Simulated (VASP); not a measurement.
Set up this calculation in VASP 6.6.1, as the native input.

* Task: single point
* Functional: PBE
* Potentials or basis: VASP PAW PBE potentials, release 64 (Al, N)
* Cutoff: 520 eV
* k mesh: 12 × 12 × 6
* Occupations: gaussian, width 0.02 eV
* Spin: no spin polarisation
* Dipole correction: no
* Further INCAR settings: ALGO = Normal; EDIFF = 1e-07; NBANDS = 16

The structure of AlN lies in POSCAR:

```
AlN
1.0
    3.1771615461      0.0000000000      0.0000000000
   -1.5885807730      2.7515026108      0.0000000000
    0.0000000000      0.0000000000      5.0933139724
Al N
2 2
Direct
    0.6666666667      0.3333333333      0.4993721933
    0.3333333333      0.6666666667      0.9993721933
    0.6666666667      0.3333333333      0.8806278067
    0.3333333333      0.6666666667      0.3806278067
```

This cell differs from its parent crystal: equal strain along all axes, cell held: +1.5 %, then relaxed in part.

One way to write it, as run:

INCAR

```
SYSTEM = AlN
ALGO = Normal
EDIFF = 1E-7
ENCUT = 520
GGA = PE
ISIF = 2
ISMEAR = 0
LASPH = .True.
LCHARG = .False.
LREAL = .False.
LWAVE = .False.
NBANDS = 16
NELM = 60
PREC = Accurate
SIGMA = 0.02
```

KPOINTS

```
k-points
0
Gamma
  12 12 6
  0 0 0
```

Potentials or basis: VASP PAW PBE potentials, release 64 (Al, N).

The run is started by

```console
$ cat potpaw_PBE.64/Al/POTCAR potpaw_PBE.64/N/POTCAR > POTCAR
$ mpirun -np 1 vasp_std > vasp.out
```

Results of the run:

* Pressure: -8.2 GPa
* Band gap on the k mesh: 3.66 eV, direct

Caveat: the cell differs from its parent crystal (equal strain along all axes, cell held: +1.5 %, then relaxed in part).

Wall time 44 s on 1 thread of Intel(R) Xeon(R) Platinum 8488C (Sapphire Rapids) (shared host), peak memory 0.17 GiB.
